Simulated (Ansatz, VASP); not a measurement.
## Si in VASP and in Ansatz

```
CELL_PARAMETERS angstrom
2.07646 0.00000 0.00000
-1.03823 1.79827 0.00000
0.00000 0.00000 2.01778
ATOMIC_POSITIONS crystal
Si 0.00000 0.00000 0.00000
```

Change from the starting cell: volume scaled by 0.5, LAPW.

Alike in both runs: task single point; functional PBE; k mesh 16 × 16 × 15; occupations fermi-dirac, width 0.08 eV; no spin polarisation.

|  | VASP | Ansatz |
| --- | --- | --- |
| version | VASP 6.6.1 | Ansatz 0.2.0 |
| potentials or method | VASP PAW PBE potentials, release 64 (Si), cutoff 520 eV | all-electron LAPW, scalar-relativistic |

```csv
,VASP,Ansatz,Ansatz less VASP
pressure (GPa),315.2,315.0,-0.21
"traceless stress, the component that is largest in VASP (GPa)",0.50,-0.48,-0.978
```

Both programs put the cell under a high pressure, so it lies far from rest at this level. Ansatz ran all-electron here, and VASP with PAW potentials.

Noted on VASP's run: the cell as given lies far from equilibrium.
